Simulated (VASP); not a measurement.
# SiGe (P6_3mc) in VASP: notebook

Runs on SiGe. Level: PBEsol. Tasks: single point.

Everything below comes from runs of VASP 6.6.1. Logs are shortened: lines on timing, memory, paths and dates and some standing lists are left out, and cuts for length are marked.

### Step 1. The cell of the first run

Symmetry: P6_3mc, No. 186, hexagonal system. The conventional cell has a = 3.935 Å, b = 3.935 Å, c = 6.500 Å, α = 90.00°, β = 90.00°, γ = 120.00°. Si (site symmetry 3m) has 4 Ge at 2.40 to 2.48 Å within 3.2 Å. Ge (site symmetry 3m) has 4 Si at 2.40 to 2.48 Å within 3.2 Å.

### Step 2. Single point, PBEsol

Input file INCAR:

```
SYSTEM = SiGe
PREC = Accurate
ENCUT = 520
EDIFF = 1E-7
ISMEAR = 0
SIGMA = 0.03
LREAL = .False.
LASPH = .True.
NELM = 80
ALGO = Normal
ISIF = 2
LWAVE = .False.
LCHARG = .False.
GGA = PS
NBANDS = 26
```

Input file KPOINTS:

```
Automatic mesh
0
Gamma
  12 12 6
  0 0 0
```

Input file POSCAR:

```
SiGe
1.0
    3.9348495701      0.0000000000      0.0000000000
   -1.9674247851      3.4076796878      0.0000000000
    0.0000000000      0.0000000000      6.4999556106
Si Ge
2 2
Direct
    0.6666666667      0.3333333333      0.8745463082
    0.3333333333      0.6666666667      0.3745463082
    0.6666666667      0.3333333333      0.4926925203
    0.3333333333      0.6666666667     -0.0073074797
```

Potentials or basis: VASP PAW PBE potentials, release 64 (Si, Ge_d).

Command:

```bash
$ cat potpaw_PBE.64/Si/POTCAR potpaw_PBE.64/Ge_d/POTCAR > POTCAR
$ mpirun -np 1 vasp_std > vasp.out
```

OUTCAR:

```text
SYSTEM = SiGe
   PREC = Accurate
   ENCUT = 520
   EDIFF = 1E-7
   ISMEAR = 0
   LREAL = .False.
   LASPH = .True.
   NELM = 80
   ISIF = 2
   GGA = PS

 ion  position               nearest neighbor table
   1  0.667  0.333  0.875-   4 2.40   4 2.40   4 2.40   3 2.48
   2  0.333  0.667  0.375-   3 2.40   3 2.40   3 2.40   4 2.48
   3  0.667  0.333  0.493-   2 2.40   2 2.40   2 2.40   1 2.48
   4  0.333  0.667  0.993-   1 2.40   1 2.40   1 2.40   2 2.48

  LATTYP: Found a hexagonal cell.
 ALAT       =     3.9348495701
 C/A-ratio  =     1.6518943087

  Lattice vectors:

 A1 = (   3.9348495701,   0.0000000000,   0.0000000000)
 A2 = (  -1.9674247851,   3.4076796878,   0.0000000000)
 A3 = (   0.0000000000,   0.0000000000,   6.4999556106)

Analysis of symmetry for initial positions (statically):
=====================================================================
 Subroutine PRICEL returns:
 Original cell was already a primitive cell.

 Routine SETGRP: Setting up the symmetry group for a
 hexagonal supercell.

 Subroutine GETGRP returns: Found 12 space group operations
 (whereof  6 operations were pure point group operations)
 out of a pool of 24 trial point group operations.

The static configuration has the point symmetry C_3v.
 The point group associated with its full space group is C_6v.

Analysis of symmetry for dynamics (positions and initial velocities):
=====================================================================
 Subroutine PRICEL returns:
 Original cell was already a primitive cell.

 Routine SETGRP: Setting up the symmetry group for a
 hexagonal supercell.

 Subroutine GETGRP returns: Found 12 space group operations
 (whereof  6 operations were pure point group operations)
 out of a pool of 24 trial point group operations.

The dynamic configuration has the point symmetry C_3v.
 The point group associated with its full space group is C_6v.

 Subroutine INISYM returns: Found 12 space group operations
 (whereof  6 operations are pure point group operations),
 and found     1 'primitive' translations

----------------------------------------------------------------------------------------

                                     Primitive cell

  volume of cell :      87.1560

  direct lattice vectors                    reciprocal lattice vectors
[... 83 lines left out ...]
   ISTART =      0    job   : 0-new  1-cont  2-samecut
   ICHARG =      2    charge: 1-file 2-atom 10-const
   ISPIN  =      1    spin polarized calculation?
   LNONCOLLINEAR =      F non collinear calculations
   LSORBIT =      F    spin-orbit coupling
   LASPH  =      T    aspherical Exc in radial PAW
   ENCUT  =  520.0 eV  38.22 Ry    6.18 a.u.   7.32  7.32 12.09*2*pi/ulx,y,z
   NELM   =     80;   NELMIN=  2; NELMDL= -5     # of ELM steps
   EDIFF  = 0.1E-06   stopping-criterion for ELM
   LREAL  =      F    real-space projection
   EDIFFG = 0.1E-05   stopping-criterion for IOM
   NSW    =      0    number of steps for IOM
   IBRION =     -1    ionic relax: 0-MD 1-quasi-New 2-CG
   NFREE  =      0    steps in history (QN), initial steepest desc. (CG)
   ISIF   =      2    stress and relaxation
   ISYM   =      2    0-nonsym 1-usesym 2-fastsym
   POTIM  = 0.5000    time-step for ionic-motion
   TEBEG  =    0.0;   TEEND  =   0.0 temperature during run
   PSTRESS=    0.0 pullay stress
   NELECT =      36.0000    total number of electrons
   NUPDOWN=      -1.0000    fix difference up-down
   EMIN   =  10.00;   EMAX   =-10.00  energy-range for DOS
   EFERMI =   0.00;   METHOD = LEGACY
   ISMEAR =     0;   SIGMA  =   0.03  broadening in eV -4-tet -1-fermi 0-gaus
   EFERMI_NEDOS =   21; number of points for ismear=-14 and -15
   IALGO  =     38    algorithm
   IMIX   =      4    mixing-type and parameters
     AMIX     =   0.40;   BMIX     =  1.00
     AMIX_MAG =   1.60;   BMIX_MAG =  1.00
  volume/ion in A,a.u.               =      21.79       147.04
  Fermi-wavevector in a.u.,A,eV,Ry     =   1.219205  2.303962 20.224512  1.486460
  Thomas-Fermi vector in A             =   2.354465
   LORBIT       =      0    0 simple, 1 ext, 2 COOP (PROOUT), +10 PAW based schemes
   GGA     = PS    functional components
   LHFCALC =     F    Hartree Fock is set to
   AEXX    =    0.0000 exact exchange contribution
   IVDW    =     0    specifies the selected vdW correction
   LEPSILON=     F    determine dielectric tensor
   LRPA    =     F    only Hartree local field effects (RPA)
 non-spin polarized calculation
 Gauss-broadening in eV      SIGMA  =   0.03
  energy-cutoff  :      520.00
  volume of cell :       87.16
 maximum number of plane-waves:      2382
 NGX is ok and might be reduce to    30
   NGX = 15   NGY = 15   NGZ = 25

 number of electron      36.0000018 magnetization

 Free energy of the ion-electron system (eV)
  ---------------------------------------------------
  ext. energy  EPLUGINS =         0.00000000
  ---------------------------------------------------
  free energy    TOTEN  =       -21.21991801 eV

  energy without entropy =      -21.21991801  energy(sigma->0) =      -21.21991801

 E-fermi :   5.3832     XC(G=0):  -9.7659

 val. band max:        5.2579582431   @ k =   0.0000   0.0000   0.0000
 cond. band min:       5.5130985253   @ k =   0.0000   0.0000   0.0000
 fundamental gap:      0.2551402822
 Fermi energy:         5.3832297479

 k-point     1 :       0.0000    0.0000    0.0000
  band No.  band energies     occupation
      1     -19.2126      2.00000
      2     -19.2125      2.00000
      3     -19.2125      2.00000
      4     -19.2123      2.00000
      5     -19.2102      2.00000
      6     -19.2102      2.00000
[... 685 lines left out ...]
     25      12.1272      0.00000
     26      12.5729      0.00000

 [... further k-points ...]
[... 5 lines left out ...]
  --------------------------------------------------------------------------------------
  -------------------------------------------------------------------------------------
  Total       -0.6128739     -0.6128739     -1.8669548      0.0000000      0.0000000      0.0000000
  in kB      -11.2663808    -11.2663808    -34.3199863      0.0000000      0.0000000      0.0000000
  external PRESSURE =     -18.9509160 kB  Pullay stress =       0.0000000 kB

 VOLUME and BASIS-vectors are now :
 -----------------------------------------------------------------------------
  energy-cutoff  :      520.00
  volume of cell :       87.16
      direct lattice vectors                 reciprocal lattice vectors
     3.934849570  0.000000000  0.000000000     0.254139322  0.146727406  0.000000000
    -1.967424785  3.407679688  0.000000000     0.000000000  0.293454811  0.000000000
     0.000000000  0.000000000  6.499955611     0.000000000  0.000000000  0.153847204

 POSITION                                       TOTAL-FORCE (eV/Angst)
 -----------------------------------------------------------------------------------
      1.96742      1.13589      5.68451         0.000000      0.000000     -0.532264
     -0.00000      2.27179      2.43453        -0.000000      0.000000     -0.532264
      1.96742      1.13589      3.20248        -0.000000      0.000000      0.532264
     -0.00000      2.27179      6.45246         0.000000      0.000000      0.532264
 -----------------------------------------------------------------------------------
    total drift:                                0.000001      0.000001      0.003611

  FREE ENERGIE OF THE ION-ELECTRON SYSTEM (eV)
  ---------------------------------------------------
  free  energy   TOTEN  =       -21.2199180056 eV

  energy  without entropy=      -21.2199180056  energy(sigma->0) =      -21.21991801
```

OSZICAR:

```text
N       E                     dE             d eps       ncg     rms          rms(c)
DAV:   1     0.265048709470E+03    0.26505E+03   -0.17737E+04  4590   0.294E+03
DAV:   2     0.214265245416E+02   -0.24362E+03   -0.23466E+03  4000   0.632E+02
DAV:   3    -0.198496011881E+02   -0.41276E+02   -0.40842E+02  4726   0.154E+02
DAV:   4    -0.215322628734E+02   -0.16827E+01   -0.16795E+01  4824   0.343E+01
DAV:   5    -0.215676733327E+02   -0.35410E-01   -0.35399E-01  4774   0.561E+00    0.564E+00
DAV:   6    -0.213320130069E+02    0.23566E+00   -0.96256E-02  4698   0.240E+00    0.328E+00
DAV:   7    -0.212173021229E+02    0.11471E+00   -0.16763E-01  4288   0.272E+00    0.215E-01
DAV:   8    -0.212195928319E+02   -0.22907E-02   -0.16013E-02  4884   0.137E+00    0.108E-01
DAV:   9    -0.212197963683E+02   -0.20354E-03   -0.40961E-04  5030   0.174E-01    0.777E-02
DAV:  10    -0.212198971803E+02   -0.10081E-03   -0.10615E-04  4496   0.914E-02    0.223E-02
DAV:  11    -0.212199161591E+02   -0.18979E-04   -0.19195E-05  4888   0.246E-02    0.446E-03
DAV:  12    -0.212199178532E+02   -0.16942E-05   -0.18646E-06  4698   0.118E-02    0.206E-03
DAV:  13    -0.212199180082E+02   -0.15501E-06   -0.20090E-07  3886   0.352E-03    0.106E-03
DAV:  14    -0.212199180056E+02    0.26275E-08   -0.13333E-08  2388   0.126E-03
   1 F= -.21219918E+02 E0= -.21219918E+02  d E =-.666458E-12
```

stdout:

```text
POSCAR found type information on POSCAR SiGe
 POSCAR found :  2 types and       4 ions
 scaLAPACK will be used
 -----------------------------------------------------------------------------
|                                                                             |
|                                                                             |
|     You enforced a specific xc type in the INCAR file but a different       |
|     I HOPE YOU KNOW WHAT YOU ARE DOING!                                     |
|                                                                             |
 -----------------------------------------------------------------------------

 LDA part: xc-table for (Slater+PW92), standard interpolation
 POSCAR, INCAR and KPOINTS ok, starting setup
 FFT: planning ... GRIDC
 FFT: planning ... GRID_SOFT
 FFT: planning ... GRID
 WAVECAR not read
 entering main loop
```

It took 89 s on 1 thread of Intel Xeon 6975P-C (Granite Rapids), shared host; peak memory 0.29 GiB.

Results:

| Quantity | Value |
| --- | --- |
| Free energy | -21.2199 eV |
| Pressure | -1.9 GPa |
| Largest force | 0.532 eV/Å |
| Band gap on the k mesh | 0.26 eV, direct |

Forces in eV/Å, atoms in the order of the input:
```
Si   0.000  0.000 -0.532
Si   0.000  0.000 -0.532
Ge   0.000  0.000  0.532
Ge   0.000  0.000  0.532
```

Levels at points of the mesh, in eV from the valence-band top:
```csv
k point,band 16,band 17,band 18,band 19,band 20,band 21
"(0.00, 0.00, 0.00)",-0.11,-0.11,0.00,0.26,1.28,2.13
"(0.50, 0.00, 0.00)",-3.11,-2.76,-1.59,0.35,1.89,3.44
"(0.00, 0.00, 0.50)",-0.98,-0.98,-0.98,1.03,1.03,3.08
"(0.50, 0.00, 0.50)",-2.50,-2.40,-2.40,0.68,0.68,1.74
```

Caveat: the PAW data sets were made with another functional, which shifts forces and pressure a little. A k mesh can miss the band edges.

(Part 1 of 2 ends here.)
